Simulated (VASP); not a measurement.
# Cu5Mo (P4/mmm) in VASP: a series of runs, part 2 of 2

VASP 6.6.1.

### Step 3. Single point, PBE, collinear spin

This run uses another cell than the first one, of 12.58 Å³/atom.

INCAR reads:

```
  ALGO = Normal
  EDIFF = 1E-6
  ENCUT = 520
  GGA = PE
  ISIF = 2
  ISMEAR = 0
  ISPIN = 2
  LASPH = True
  LCHARG = True
  LELF = True
  LMAXMIX = 4
  LORBIT = 11
  LREAL = False
  LVHAR = True
  LWAVE = False
  MAGMOM = 0 0 0 0 0 1
  NBANDS = 48
  NELM = 150
  PREC = Accurate
  SIGMA = 0.1
```

KPOINTS reads:

```
k-points
0
Gamma
  6 6 2
```

POSCAR reads:

```
Cu5Mo
1.0
    2.6000932434      0.0000000000      0.0000000000
    0.0000000000      2.6000932434      0.0000000000
    0.0000000000      0.0000000000     11.1678995469
Cu Mo
5 1
Direct
    0.5000000000      0.5000000000      0.3411417443
    0.5000000000      0.5000000000      0.6588582557
    0.0000000000      0.0000000000      0.1808796864
    0.0000000000      0.0000000000      0.8191203136
    0.0000000000      0.0000000000      0.5000000000
    0.5000000000      0.5000000000      0.0000000000
```

Potentials or basis: VASP PAW PBE potentials, release 64 (Cu, Mo_sv).

The run is started by

```sh
cat potpaw_PBE.64/Cu/POTCAR potpaw_PBE.64/Mo_sv/POTCAR > POTCAR
mpirun -np 1 vasp_std > vasp.out
```

OUTCAR:

```text
EDIFF = 1E-6
   ENCUT = 520
   GGA = PE
   ISIF = 2
   ISMEAR = 0
   ISPIN = 2
   LASPH = True
   LORBIT = 11
   LREAL = False
   NELM = 150
   PREC = Accurate

 ion  position               nearest neighbor table
   1  0.500  0.500  0.341-   5 2.55   5 2.55   5 2.55   5 2.55   3 2.57   3 2.57   3 2.57   3 2.57

   2  0.500  0.500  0.659-   5 2.55   5 2.55   5 2.55   5 2.55   4 2.57   4 2.57   4 2.57   4 2.57

   3  0.000  0.000  0.181-   1 2.57   1 2.57   1 2.57   1 2.57   6 2.73   6 2.73   6 2.73   6 2.73

   4  0.000  0.000  0.819-   2 2.57   2 2.57   2 2.57   2 2.57   6 2.73   6 2.73   6 2.73   6 2.73

   5  0.000  0.000  0.500-   1 2.55   2 2.55   1 2.55   2 2.55   1 2.55   2 2.55   1 2.55   2 2.55

   6  0.500  0.500  0.000-   3 2.73   4 2.73   3 2.73   4 2.73   3 2.73   4 2.73   3 2.73   4 2.73

  LATTYP: Found a simple tetragonal cell.
 ALAT       =     2.6000932434
 C/A-ratio  =     4.2951919418

  Lattice vectors:

 A1 = (   2.6000932434,   0.0000000000,   0.0000000000)
 A2 = (   0.0000000000,   2.6000932434,   0.0000000000)
 A3 = (   0.0000000000,   0.0000000000,  11.1678995469)

Analysis of symmetry for initial positions (statically):
=====================================================================
 Subroutine PRICEL returns:
 Original cell was already a primitive cell.

 Routine SETGRP: Setting up the symmetry group for a
 simple tetragonal supercell.

 Subroutine GETGRP returns: Found 16 space group operations
 (whereof 16 operations were pure point group operations)
 out of a pool of 16 trial point group operations.

The static configuration has the point symmetry D_4h.

Analysis of symmetry for dynamics (positions and initial velocities):
=====================================================================
 Subroutine PRICEL returns:
 Original cell was already a primitive cell.

 Routine SETGRP: Setting up the symmetry group for a
 simple tetragonal supercell.

 Subroutine GETGRP returns: Found 16 space group operations
 (whereof 16 operations were pure point group operations)
 out of a pool of 16 trial point group operations.

The dynamic configuration has the point symmetry D_4h.

Analysis of structural, dynamic, and magnetic symmetry:
=====================================================================
 Subroutine PRICEL returns:
 Original cell was already a primitive cell.

 Routine SETGRP: Setting up the symmetry group for a
 simple tetragonal supercell.

 Subroutine GETGRP returns: Found 16 space group operations
 (whereof 16 operations were pure point group operations)
 out of a pool of 16 trial point group operations.

The overall configuration has the point symmetry D_4h.

 Subroutine INISYM returns: Found 16 space group operations
 (whereof 16 operations are pure point group operations),
 and found     1 'primitive' translations

----------------------------------------------------------------------------------------

                                     Primitive cell

  volume of cell :      75.5004

  direct lattice vectors                    reciprocal lattice vectors
     2.600093243  0.000000000  0.000000000     0.384601592  0.000000000  0.000000000
     0.000000000  2.600093243  0.000000000     0.000000000  0.384601592  0.000000000
     0.000000000  0.000000000 11.167899547     0.000000000  0.000000000  0.089542353

  length of vectors
[... 85 lines left out ...]
   EDIFF  = 0.1E-05   stopping-criterion for ELM
   LREAL  =      F    real-space projection
[... 7 lines left out ...]
   TEBEG  =    0.0;   TEEND  =   0.0 temperature during run
   PSTRESS=    0.0 pullay stress
   NELECT =      69.0000    total number of electrons
   NUPDOWN=      -1.0000    fix difference up-down
   EMIN   =  10.00;   EMAX   =-10.00  energy-range for DOS
   EFERMI =   0.00;   METHOD = LEGACY
   ISMEAR =     0;   SIGMA  =   0.10  broadening in eV -4-tet -1-fermi 0-gaus
   EFERMI_NEDOS =   21; number of points for ismear=-14 and -15
   IALGO  =     38    algorithm
   IMIX   =      4    mixing-type and parameters
     AMIX     =   0.40;   BMIX     =  1.00
     AMIX_MAG =   1.60;   BMIX_MAG =  1.00
  volume/ion in A,a.u.               =      12.58        84.92
  Fermi-wavevector in a.u.,A,eV,Ry     =   1.588698  3.002204 34.340589  2.523962
  Thomas-Fermi vector in A             =   2.687662
   LORBIT       =     11    0 simple, 1 ext, 2 COOP (PROOUT), +10 PAW based schemes
   GGA     = PE    functional components
   LHFCALC =     F    Hartree Fock is set to
   AEXX    =    0.0000 exact exchange contribution
   IVDW    =     0    specifies the selected vdW correction
   LEPSILON=     F    determine dielectric tensor
   LRPA    =     F    only Hartree local field effects (RPA)
 spin polarized calculation
 Gauss-broadening in eV      SIGMA  =   0.10
  energy-cutoff  :      520.00
  volume of cell :       75.50
 maximum number of plane-waves:      2064
 NGX is ok and might be reduce to    20
   NGX =  9   NGY =  9   NGZ = 41

 number of electron      68.9999977 magnetization       0.0011850

 Free energy of the ion-electron system (eV)
  ---------------------------------------------------
  ext. energy  EPLUGINS =         0.00000000
  ---------------------------------------------------
  free energy    TOTEN  =       -29.12180261 eV

  energy without entropy =      -29.10568877  energy(sigma->0) =      -29.11374569

 E-fermi :   8.4581     XC(G=0): -12.7955

 val. band max:        8.4511930916   @ k =   0.1667   0.1667   0.5000
 cond. band min:       8.4595787461   @ k =   0.1667   0.0000   0.0000
 fundamental gap:      0.0083856545
 Fermi energy:         8.4580844906

 spin component 1

 k-point     1 :       0.0000    0.0000    0.0000
  band No.  band energies     occupation
      1     -52.5571      1.00000
      2     -26.6557      1.00000
      3     -25.8619      1.00000
      4     -25.8619      1.00000
      5      -0.5401      1.00000
      6       0.6732      1.00000
[... 969 lines left out ...]
     45      15.7099      0.00000
     46      15.8498      0.00000
 Fermi energy:         8.4580844906

 spin component 2

 k-point     1 :       0.0000    0.0000    0.0000
  band No.  band energies     occupation
      1     -52.5570      1.00000
      2     -26.6555      1.00000
      3     -25.8619      1.00000
      4     -25.8619      1.00000
      5      -0.5398      1.00000
      6       0.6735      1.00000
[... 969 lines left out ...]
     45      15.7101      0.00000
     46      15.8500      0.00000
 [bands above 46 left out]

------------------------ aborting loop because EDIFF is reached ----------------------------------------

  FORCE on cell =-STRESS in cart. coord.  units (eV):
  Direction    XX          YY          ZZ          XY          YZ          ZX
  --------------------------------------------------------------------------------------
  -------------------------------------------------------------------------------------
  Total        0.1944618      0.1944618      0.5551204      0.0000000     -0.0000000      0.0000000
  in kB        4.1266308      4.1266308     11.7800860      0.0000000     -0.0000000      0.0000000
  external PRESSURE =       6.6777826 kB  Pullay stress =       0.0000000 kB

 VOLUME and BASIS-vectors are now :
 -----------------------------------------------------------------------------
  energy-cutoff  :      520.00
  volume of cell :       75.50
      direct lattice vectors                 reciprocal lattice vectors
     2.600093243  0.000000000  0.000000000     0.384601592  0.000000000  0.000000000
     0.000000000  2.600093243  0.000000000     0.000000000  0.384601592  0.000000000
     0.000000000  0.000000000 11.167899547     0.000000000  0.000000000  0.089542353

 POSITION                                       TOTAL-FORCE (eV/Angst)
 -----------------------------------------------------------------------------------
      1.30005      1.30005      3.80984         0.000000     -0.000000      0.028745
      1.30005      1.30005      7.35806        -0.000000     -0.000000     -0.028745
      0.00000      0.00000      2.02005         0.000000      0.000000      0.091981
      0.00000      0.00000      9.14785        -0.000000      0.000000     -0.091981
      0.00000      0.00000      5.58395         0.000000     -0.000000      0.000000
      1.30005      1.30005      0.00000         0.000000     -0.000000      0.000000
 -----------------------------------------------------------------------------------
    total drift:                               -0.000000      0.000000      0.000000

  FREE ENERGIE OF THE ION-ELECTRON SYSTEM (eV)
  ---------------------------------------------------
  free  energy   TOTEN  =       -29.1218026064 eV

  energy  without entropy=      -29.1056887731  energy(sigma->0) =      -29.11374569

 total charge

# of ion       s       p       d       tot
------------------------------------------
    1        0.443   0.368   9.174   9.985
    2        0.443   0.368   9.174   9.985
    3        0.458   0.425   9.133  10.016
    4        0.458   0.425   9.133  10.016
    5        0.451   0.361   9.176   9.988
    6        2.359   6.148   4.038  12.545
--------------------------------------------------
tot          4.612   8.094  49.829  62.535

 magnetization (x)

# of ion       s       p       d       tot
------------------------------------------
    1        0.000   0.000  -0.000   0.000
    2        0.000   0.000  -0.000   0.000
    3       -0.000   0.000  -0.000   0.000
    4       -0.000   0.000  -0.000   0.000
    5        0.000   0.000   0.000   0.000
    6        0.000   0.000   0.000   0.000
--------------------------------------------------
tot          0.000   0.000   0.000   0.000
```

It took 91 s on 1 thread of AMD EPYC 9R45 (Zen 5), shared host; peak memory 0.23 GiB.

Results:

```yaml
Free_energy: -29.1218 eV
Pressure: 0.7 GPa
Largest_force: 0.092 eV/Å
Net_moment: 0.00 μB per cell
Valence_electrons_inside_the_program's_atomic_spheres: Cu 9.98, 10.02, 9.99 (each value once); Mo 12.54
```

Forces in eV/Å, atoms in the order of the input:
```
Cu   0.000  0.000  0.029
Cu   0.000  0.000 -0.029
Cu   0.000  0.000  0.092
Cu   0.000  0.000 -0.092
Cu   0.000  0.000  0.000
Mo   0.000  0.000  0.000
```

Levels at points of the mesh, in eV from the Fermi level:
Spin up:
| k point | band 32 | band 33 | band 34 | band 35 | band 36 | band 37 | band 38 | band 39 |
| --- | --- | --- | --- | --- | --- | --- | --- | --- |
| (0.00, 0.00, 0.00) | -1.84 | -1.68 | -1.64 | -1.64 | -0.95 | 1.77 | 2.11 | 2.11 |
| (0.50, 0.00, 0.00) | -1.68 | -0.71 | -0.49 | -0.47 | -0.46 | 0.37 | 0.95 | 2.67 |
| (0.50, 0.50, 0.00) | -0.81 | 1.68 | 1.68 | 1.77 | 4.52 | 4.52 | 4.84 | 4.84 |
| (0.00, 0.00, 0.50) | -1.76 | -1.67 | -1.61 | -1.61 | 0.06 | 0.79 | 2.11 | 2.11 |
| (0.50, 0.00, 0.50) | -1.18 | -0.79 | -0.74 | -0.49 | -0.38 | 0.40 | 0.95 | 2.67 |
| (0.50, 0.50, 0.50) | -1.21 | 1.77 | 2.43 | 2.43 | 2.97 | 2.97 | 6.17 | 6.51 |
Spin down:
```
           k point  band 31  band 32  band 33  band 34  band 35  band 36  band 37  band 38  band 39  band 40
(0.00, 0.00, 0.00)    -1.97    -1.84    -1.68    -1.64    -1.64    -0.95     1.77     2.11     2.11     3.94
(0.50, 0.00, 0.00)    -1.70    -1.68    -0.71    -0.49    -0.47    -0.46     0.37     0.95     2.67     3.67
(0.50, 0.50, 0.00)    -0.81    -0.81     1.68     1.68     1.77     4.52     4.52     4.84     4.84     6.17
(0.00, 0.00, 0.50)    -1.84    -1.76    -1.67    -1.61    -1.61     0.06     0.79     2.11     2.11     3.94
(0.50, 0.00, 0.50)    -1.55    -1.18    -0.79    -0.74    -0.49    -0.38     0.40     0.95     2.67     3.06
(0.50, 0.50, 0.50)    -1.21    -1.21     1.77     2.43     2.43     2.97     2.97     6.17     6.51     6.86
```

Caveat: the k points lie up to 0.40 Å⁻¹ apart.

### Step 4. Relaxation of cell and atoms, PBE

This run uses another cell than the first one, of 12.58 Å³/atom.

INCAR reads:

```
ALGO     = Normal         # electronic algorithm
EDIFF    = 1E-7           # SCF threshold, eV
EDIFFG   = -0.01          # ionic threshold
ENCUT    = 600            # plane-wave cutoff, eV
GGA      = PE             # functional
GGA_COMPAT= False        
IBRION   = 2              # ionic algorithm
ISIF     = 3              # what is computed and relaxed
ISMEAR   = 0              # smearing method
LASPH    = True           # aspherical terms in the spheres
LCHARG   = False          # write CHGCAR
LREAL    = False          # projectors in reciprocal space
LWAVE    = False          # write WAVECAR
NELM     = 120            # most SCF steps
NELMIN   = 4            
NSW      = 100            # ionic steps
PREC     = Accurate       # precision mode
SIGMA    = 0.1            # smearing width, eV
```

KPOINTS reads:

```
k-points
0
Gamma
  12 12 4
```

POSCAR is that of step 3.

The run is started by

```sh
cat potpaw_PBE.64/Cu/POTCAR potpaw_PBE.64/Mo_sv/POTCAR > POTCAR
mpirun -np 1 vasp_std > vasp.out
```

Run time: 67 min. Hardware: 1 thread of AMD EPYC 7R43 (Zen 3), shared host; peak memory 0.38 GiB.

It converged, with:

| Property | Result |
| --- | --- |
| Free energy | -29.0573 eV |
| Relaxed volume | 12.65 Å³/atom |
| Relaxed cell | a = 2.589 Å, b = 2.589 Å, c = 11.327 Å, α = 90.00°, β = 90.00°, γ = 90.00° |
| Space group after relaxing (to 0.1 Å) | P4/mmm (No. 123) |
| Energy gained by relaxing | 0.9 meV/atom |
| Ionic steps | 14 |
| Pressure after relaxing | 0.0 GPa |
| Band gap on the k mesh | zero (an odd number of electrons rules out a gap without spin polarisation) |

Forces in eV/Å, atoms in the order of the input:
```
Cu   0.000  0.000 -0.003
Cu   0.000  0.000  0.003
Cu   0.000  0.000  0.000
Cu   0.000  0.000  0.000
Cu   0.000  0.000  0.000
Mo   0.000  0.000  0.000
```

The path:
| step | energy change (eV) | largest force (eV/Å) | pressure (GPa) | volume (Å³) |
| --- | --- | --- | --- | --- |
| 1 | 0.0000 | 0.0578 | 1.10 | 75.50 |
| 2 | -0.0012 | 0.0221 | -1.15 | 76.45 |
| 3 | -0.0022 | 0.0271 | -0.26 | 76.03 |
| 4 | -0.0022 | 0.0250 | -0.39 | 76.07 |
| 5 | -0.0041 | 0.0185 | -0.24 | 76.03 |
| 6 | -0.0054 | 0.0245 | -0.14 | 75.96 |
| 7 | -0.0054 | 0.0225 | -0.11 | 75.96 |
| 8 | -0.0054 | 0.0053 | 0.17 | 75.84 |
| 9 | -0.0054 | 0.0124 | -0.01 | 75.89 |
| 10 | -0.0054 | 0.0102 | 0.13 | 75.88 |
| 11 | -0.0054 | 0.0113 | 0.07 | 75.88 |
| 12 | -0.0054 | 0.0116 | 0.08 | 75.89 |
| 13 | -0.0054 | 0.0121 | 0.08 | 75.89 |
| 14 | -0.0055 | 0.0030 | 0.01 | 75.91 |

Final structure:
```
CELL_PARAMETERS angstrom
2.58874 0.00000 0.00000
0.00000 2.58874 0.00000
0.00000 0.00000 11.32723
ATOMIC_POSITIONS crystal
Cu 0.50000 0.50000 0.34161
Cu 0.50000 0.50000 0.65839
Cu 0.00000 0.00000 0.18132
Cu 0.00000 0.00000 0.81868
Cu 0.00000 0.00000 0.50000
Mo 0.50000 0.50000 0.00000
```

Levels at points of the mesh, in eV from the Fermi level:
```csv
k point,band 33,band 34,band 35,band 36,band 37,band 38
"(0.00, 0.00, 0.00)",-1.62,-1.58,-1.58,-1.10,1.58,2.16
"(0.50, 0.00, 0.00)",-0.62,-0.40,-0.38,-0.38,0.48,0.97
"(0.50, 0.50, 0.00)",1.77,1.85,1.85,4.56,4.56,4.93
"(0.00, 0.00, 0.50)",-1.62,-1.56,-1.56,-0.09,0.61,2.16
"(0.50, 0.00, 0.50)",-0.73,-0.66,-0.40,-0.28,0.50,0.97
"(0.50, 0.50, 0.50)",1.77,2.53,2.53,3.10,3.10,6.26
```

### Step 5. The runs side by side

| task | spin | cell | k mesh | cutoff (eV) | smearing | gap on the mesh (eV) | pressure (GPa) | relaxed volume (Å³/atom) | largest force (eV/Å) |
| --- | --- | --- | --- | --- | --- | --- | --- | --- | --- |
| relaxation of cell and atoms | off | relaxed from a = 2.737, b = 2.737, c = 11.594 Å, 6 atoms, atomic positions A | 6 × 6 × 2 | 600 | gaussian 0.2 eV | none | -0.2 | 12.64 | 0.03 |
| single point | collinear | a = 2.600, b = 2.600, c = 11.168 Å, 6 atoms, atomic positions B | 6 × 6 × 2 | 520 | gaussian 0.1 eV | none | 0.7 | - | 0.09 |
| relaxation of cell and atoms | off | relaxed from a = 2.600, b = 2.600, c = 11.168 Å, 6 atoms, atomic positions B | 12 × 12 × 4 | 600 | gaussian 0.1 eV | none | 0.0 | 12.65 | - |

Alike in all rows: level PBE; potentials or basis VASP PAW PBE potentials, release 64 (Cu, Mo_sv).

Caveats: some runs use coarse meshes.

Absolute energies hang on the potentials; compare differences alone.

The gap in the log of VASP goes by the Fermi energy; the results here count the filled bands.